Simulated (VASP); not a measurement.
# Ga2O3 (C2/m) in VASP: single point with PBE

Aim: the single point of Ga2O3 with PBE.

Program: VASP 6.6.1. These are calculated values, not measurements. Logs are shortened: lines on timing, memory, paths and dates and some standing lists are left out, and cuts for length are marked.

## 1. The cell of the first run

Symmetry: C2/m, No. 12, monoclinic system. Conventional cell: a = 12.455 Å, b = 3.084 Å, c = 5.878 Å, α = 90.00°, β = 103.70°, γ = 90.00°. Within 2.5 Å of Ga (site symmetry m) lie 4 O at 1.86 to 1.90 Å. Within 2.6 Å of Ga (site symmetry m) lie 6 O at 1.97 to 2.11 Å. Within 2.5 Å of O (site symmetry m) lie 3 Ga at 1.86 to 1.97 Å. O (site symmetry m) has 4 Ga at 1.90 to 2.11 Å within 2.5 Å. O (site symmetry m) has 3 Ga at 1.86 to 1.97 Å within 2.5 Å.

## 2. Single point, PBE

INCAR

```
SYSTEM = Ga2O3
  PREC = Accurate
  ENCUT = 520
  EDIFF = 1E-6
  ISMEAR = 0
  SIGMA = 0.05
  LREAL = .False.
  LASPH = .True.
  NELM = 60
  ALGO = Normal
  ISIF = 2
  LWAVE = .False.
  LCHARG = .True.
  GGA = PE
  LELF = .True.
  LVHAR = .True.
  NBANDS = 55
```

KPOINTS

```
Automatic mesh
0
Gamma
  10 10 6
  0 0 0
```

POSCAR

```
Ga2O3
1.0
    6.2274305598     -1.5417565250      0.0114924401
    6.2274305598      1.5417565250      0.0114924401
   -1.4027234635      0.0000000000      5.7076941923
Ga O
4 6
Direct
    0.0899134338      0.0899134338      0.7947233208
    0.9100865662      0.9100865662      0.2052766792
    0.6585007301      0.6585007301      0.3141978956
    0.3414992699      0.3414992699      0.6858021044
    0.1634883775      0.1634883775      0.1092060622
    0.8365116225      0.8365116225      0.8907939378
    0.1737013130      0.1737013130      0.5643594347
    0.8262986870      0.8262986870      0.4356405653
    0.4960195697      0.4960195697      0.2566813608
    0.5039804303      0.5039804303      0.7433186392
```

Potentials or basis: VASP PAW PBE potentials, release 64 (Ga_d, O).

Launch:

```bash
> cat potpaw_PBE.64/Ga_d/POTCAR potpaw_PBE.64/O/POTCAR > POTCAR
> mpirun -np 1 vasp_std > vasp.out
```

OUTCAR:

```text
SYSTEM = Ga2O3
   PREC = Accurate
   ENCUT = 520
   EDIFF = 1E-6
   ISMEAR = 0
   LREAL = .False.
   LASPH = .True.
   NELM = 60
   ISIF = 2
   GGA = PE

 ion  position               nearest neighbor table
   1  0.090  0.090  0.795-   5 1.86  10 1.86  10 1.86   7 1.90
   2  0.910  0.910  0.205-   6 1.86   9 1.86   9 1.86   8 1.90
   3  0.659  0.659  0.314-   5 1.97   5 1.97   9 1.97   8 2.04   7 2.11   7 2.11
   4  0.341  0.341  0.686-   6 1.97   6 1.97  10 1.97   7 2.04   8 2.11   8 2.11
   5  0.163  0.163  0.109-   1 1.86   3 1.97   3 1.97
   6  0.837  0.837  0.891-   2 1.86   4 1.97   4 1.97
   7  0.174  0.174  0.564-   1 1.90   4 2.04   3 2.11   3 2.11
   8  0.826  0.826  0.436-   2 1.90   3 2.04   4 2.11   4 2.11
   9  0.496  0.496  0.257-   2 1.86   2 1.86   3 1.97
  10  0.504  0.504  0.743-   1 1.86   1 1.86   4 1.97

  LATTYP: Found a base centered monoclinic cell.
 ALAT       =    12.4548823284
 B/A-ratio  =     0.2475746433
 C/A-ratio  =     0.4719060254
 COS(beta)  =    -0.2368659711

  Lattice vectors:

 A1 = (   6.2274305598,  -1.5417565250,   0.0114924401)
 A2 = (   6.2274305598,   1.5417565250,   0.0114924401)
 A3 = (  -1.4027234635,   0.0000000000,   5.7076941923)

Analysis of symmetry for initial positions (statically):
=====================================================================
 Subroutine PRICEL returns:
 Original cell was already a primitive cell.

 Routine SETGRP: Setting up the symmetry group for a
 base centered monoclinic supercell.

 Subroutine GETGRP returns: Found  4 space group operations
 (whereof  4 operations were pure point group operations)
 out of a pool of  4 trial point group operations.

The static configuration has the point symmetry C_2h.

Analysis of symmetry for dynamics (positions and initial velocities):
=====================================================================
 Subroutine PRICEL returns:
 Original cell was already a primitive cell.

 Routine SETGRP: Setting up the symmetry group for a
 base centered monoclinic supercell.

 Subroutine GETGRP returns: Found  4 space group operations
 (whereof  4 operations were pure point group operations)
 out of a pool of  4 trial point group operations.

The dynamic configuration has the point symmetry C_2h.

 Subroutine INISYM returns: Found  4 space group operations
 (whereof  4 operations are pure point group operations),
 and found     1 'primitive' translations

----------------------------------------------------------------------------------------

                                     Primitive cell

  volume of cell :     109.6509

  direct lattice vectors                    reciprocal lattice vectors
     6.227430560 -1.541756525  0.011492440     0.080253538 -0.324305422  0.019723117
     6.227430560  1.541756525  0.011492440     0.080253538  0.324305422  0.019723117
    -1.402723464  0.000000000  5.707694192    -0.000323181  0.000000000  0.175122674

  length of vectors
     6.415452956  6.415452956  5.877534016     0.334669446  0.334669446  0.175122972

  position of ions in fractional coordinates (direct lattice)
     0.089913434  0.089913434  0.794723321
     0.910086566  0.910086566  0.205276679
     0.658500730  0.658500730  0.314197896
     0.341499270  0.341499270  0.685802104
     0.163488378  0.163488378  0.109206062
     0.836511622  0.836511622  0.890793938
     0.173701313  0.173701313  0.564359435
     0.826298687  0.826298687  0.435640565
     0.496019570  0.496019570  0.256681361
     0.503980430  0.503980430  0.743318639

  ion indices of the primitive-cell ions
   primitive index   ion index
                 1           1
                 2           2
                 3           3
                 4           4
                 5           5
                 6           6
                 7           7
                 8           8
                 9           9
                10          10

----------------------------------------------------------------------------------------

 KPOINTS: Automatic mesh

Automatic generation of k-mesh.
 Grid dimensions read from file:
 generate k-points for:   10   10    6

 Generating k-lattice:

  Cartesian coordinates                     Fractional coordinates (reciprocal lattice)
     0.008025354 -0.032430542  0.001972312     0.100000000  0.000000000  0.000000000
     0.008025354  0.032430542  0.001972312     0.000000000  0.100000000  0.000000000
    -0.000053863  0.000000000  0.029187112     0.000000000  0.000000000  0.166666667

  Length of vectors
     0.033466945  0.033466945  0.029187162

  Shift w.r.t. Gamma in fractional coordinates (k-lattice)
     0.000000000  0.000000000  0.000000000

 Subroutine IBZKPT returns following result:
 ===========================================

 Found    172 irreducible k-points:

 Following reciprocal coordinates:
            Coordinates               Weight
  0.000000  0.000000  0.000000      1.000000
  0.100000 -0.000000  0.000000      4.000000
  0.200000 -0.000000  0.000000      4.000000
  0.300000  0.000000  0.000000      4.000000
  0.400000  0.000000 -0.000000      4.000000
  0.500000 -0.000000  0.000000      2.000000
[... 16 lines left out ...]
  0.300000  0.300000  0.000000      2.000000
  0.400000  0.300000  0.000000      4.000000
 [... further k-points ...]
   k-points           NKPTS =    172   k-points in BZ     NKDIM =    172   number of bands    NBANDS=     55
   number of dos      NEDOS =    301   number of ions     NIONS =     10
   total plane-waves  NPLWV = 110592
   dimension x,y,z NGX =    48 NGY =   48 NGZ =   48
   dimension x,y,z NGXF=    96 NGYF=   96 NGZF=   96
   ions per type =               4   6
   NGX,Y,Z   is equivalent  to a cutoff of  12.44, 12.44, 13.58 a.u.
   NGXF,Y,Z  is equivalent  to a cutoff of  24.88, 24.88, 27.15 a.u.
 SYSTEM =  Ga2O3
   PREC   = accura    normal or accurate (medium, high low for compatibility)
   ISTART =      0    job   : 0-new  1-cont  2-samecut
   ICHARG =      2    charge: 1-file 2-atom 10-const
   ISPIN  =      1    spin polarized calculation?
   LNONCOLLINEAR =      F non collinear calculations
   LSORBIT =      F    spin-orbit coupling
   LASPH  =      T    aspherical Exc in radial PAW
   ENCUT  =  520.0 eV  38.22 Ry    6.18 a.u.  11.93 11.93 10.93*2*pi/ulx,y,z
   NELM   =     60;   NELMIN=  2; NELMDL= -5     # of ELM steps
   EDIFF  = 0.1E-05   stopping-criterion for ELM
   LREAL  =      F    real-space projection
   EDIFFG = 0.1E-04   stopping-criterion for IOM
   NSW    =      0    number of steps for IOM
   IBRION =     -1    ionic relax: 0-MD 1-quasi-New 2-CG
   NFREE  =      0    steps in history (QN), initial steepest desc. (CG)
   ISIF   =      2    stress and relaxation
   ISYM   =      2    0-nonsym 1-usesym 2-fastsym
   POTIM  = 0.5000    time-step for ionic-motion
   TEBEG  =    0.0;   TEEND  =   0.0 temperature during run
   PSTRESS=    0.0 pullay stress
   NELECT =      88.0000    total number of electrons
   NUPDOWN=      -1.0000    fix difference up-down
   EMIN   =  10.00;   EMAX   =-10.00  energy-range for DOS
   EFERMI =   0.00;   METHOD = LEGACY
   ISMEAR =     0;   SIGMA  =   0.05  broadening in eV -4-tet -1-fermi 0-gaus
   EFERMI_NEDOS =   21; number of points for ismear=-14 and -15
   IALGO  =     38    algorithm
   IMIX   =      4    mixing-type and parameters
     AMIX     =   0.40;   BMIX     =  1.00
     AMIX_MAG =   1.60;   BMIX_MAG =  1.00
  volume/ion in A,a.u.               =      10.97        74.00
  Fermi-wavevector in a.u.,A,eV,Ry     =   1.521359  2.874951 31.491123  2.314532
  Thomas-Fermi vector in A             =   2.630085
   LORBIT       =      0    0 simple, 1 ext, 2 COOP (PROOUT), +10 PAW based schemes
   GGA     = PE    functional components
   LHFCALC =     F    Hartree Fock is set to
   AEXX    =    0.0000 exact exchange contribution
   IVDW    =     0    specifies the selected vdW correction
   LEPSILON=     F    determine dielectric tensor
   LRPA    =     F    only Hartree local field effects (RPA)
 non-spin polarized calculation
 Gauss-broadening in eV      SIGMA  =   0.05
  energy-cutoff  :      520.00
  volume of cell :      109.65
 maximum number of plane-waves:      2970
   NGX = 23   NGY = 23   NGZ = 21

 number of electron      87.9999987 magnetization

 Free energy of the ion-electron system (eV)
  ---------------------------------------------------
  ext. energy  EPLUGINS =         0.00000000
  ---------------------------------------------------
  free energy    TOTEN  =       -59.67825430 eV

  energy without entropy =      -59.67825430  energy(sigma->0) =      -59.67825430

 E-fermi :   3.6487     XC(G=0): -11.3733

 val. band max:        3.4389859151   @ k =   0.5000   0.4000   0.5000
 cond. band min:       5.4329958863   @ k =   0.0000   0.0000   0.0000
 fundamental gap:      1.9940099712
 Fermi energy:         3.6486642164

 k-point     1 :       0.0000    0.0000    0.0000
  band No.  band energies     occupation
      1     -15.1869      2.00000
      2     -14.1293      2.00000
      3     -14.0994      2.00000
      4     -13.9956      2.00000
      5     -13.5531      2.00000
      6     -13.5463      2.00000
[... 47 lines left out ...]
     54      15.4490      0.00000
     55      15.6417      0.00000

 k-point     2 :       0.1000   -0.0000    0.0000
  band No.  band energies     occupation
      1     -15.1145      2.00000
      2     -14.1071      2.00000
      3     -14.0979      2.00000
      4     -13.9426      2.00000
      5     -13.5563      2.00000
      6     -13.5472      2.00000
[... 47 lines left out ...]
     54      14.7964      0.00000
     55      15.0950      0.00000
[... 1216 lines left out ...]
     54      15.2999      0.00000
     55      15.5013      0.00000

 k-point    24 :       0.4000    0.3000    0.0000
  band No.  band energies     occupation
      1     -14.9266      2.00000
      2     -14.5091      2.00000
      3     -14.0851      2.00000
      4     -13.7584      2.00000
      5     -13.5638      2.00000
      6     -13.5491      2.00000
[... 47 lines left out ...]
     54      14.4720      0.00000
     55      15.7007      0.00000

 [... further k-points ...]

------------------------ aborting loop because EDIFF is reached ----------------------------------------

  FORCE on cell =-STRESS in cart. coord.  units (eV):
  Direction    XX          YY          ZZ          XY          YZ          ZX
  --------------------------------------------------------------------------------------
  -------------------------------------------------------------------------------------
  Total        0.3527821      0.4472252      0.3581697      0.0000000      0.0000000      0.0194851
  in kB        5.1547166      6.5346837      5.2334379      0.0000000      0.0000000      0.2847090
  external PRESSURE =       5.6409461 kB  Pullay stress =       0.0000000 kB

 VOLUME and BASIS-vectors are now :
 -----------------------------------------------------------------------------
  energy-cutoff  :      520.00
  volume of cell :      109.65
      direct lattice vectors                 reciprocal lattice vectors
     6.227430560 -1.541756525  0.011492440     0.080253538 -0.324305422  0.019723117
     6.227430560  1.541756525  0.011492440     0.080253538  0.324305422  0.019723117
    -1.402723464  0.000000000  5.707694192    -0.000323181  0.000000000  0.175122674

 POSITION                                       TOTAL-FORCE (eV/Angst)
 -----------------------------------------------------------------------------------
      0.00508      0.00000      4.53810         0.002171      0.000000      0.007012
     11.04706      0.00000      1.19257        -0.002171      0.000000     -0.007012
      7.76080      0.00000      1.80848        -0.010492      0.000000     -0.005046
      3.29134      0.00000      3.92220         0.010492      0.000000      0.005046
      1.88304      0.00000      0.62707         0.020697      0.000000     -0.015288
      9.16910      0.00000      5.10361        -0.020697      0.000000      0.015288
      1.37179      0.00000      3.22518        -0.009264      0.000000     -0.002856
      9.68035      0.00000      2.50550         0.009264      0.000000      0.002856
      5.81780      0.00000      1.47646         0.004264      0.000000      0.007092
      5.23434      0.00000      4.25422        -0.004264      0.000000     -0.007092
 -----------------------------------------------------------------------------------
    total drift:                                0.000000     -0.000000     -0.000000

  FREE ENERGIE OF THE ION-ELECTRON SYSTEM (eV)
  ---------------------------------------------------
  free  energy   TOTEN  =       -59.6782543042 eV

  energy  without entropy=      -59.6782543042  energy(sigma->0) =      -59.67825430
```

Wall time 37 min (1 thread of Oxide Virtual Turin-like, shared host); peak memory 0.8 GiB.

What came out:

```yaml
Free_energy: -59.6783 eV
Pressure: 0.6 GPa
Largest_force: 0.026 eV/Å
Band_gap_on_the_k_mesh: 1.99 eV (least direct gap 2.02 eV)
```

Forces on the atoms (eV/Å):
```
Ga   0.002  0.000  0.007
Ga  -0.002  0.000 -0.007
Ga  -0.010  0.000 -0.005
Ga   0.010  0.000  0.005
O    0.021  0.000 -0.015
O   -0.021  0.000  0.015
O   -0.009  0.000 -0.003
O    0.009  0.000  0.003
O    0.004  0.000  0.007
O   -0.004  0.000 -0.007
```

Stress tensor (GPa, compression positive):
```
0.52 0.00 0.03
0.00 0.65 0.00
0.03 0.00 0.52
```

A k mesh can miss the band edges. A hybrid or GW would open this gap; PBE tends to underestimate it.
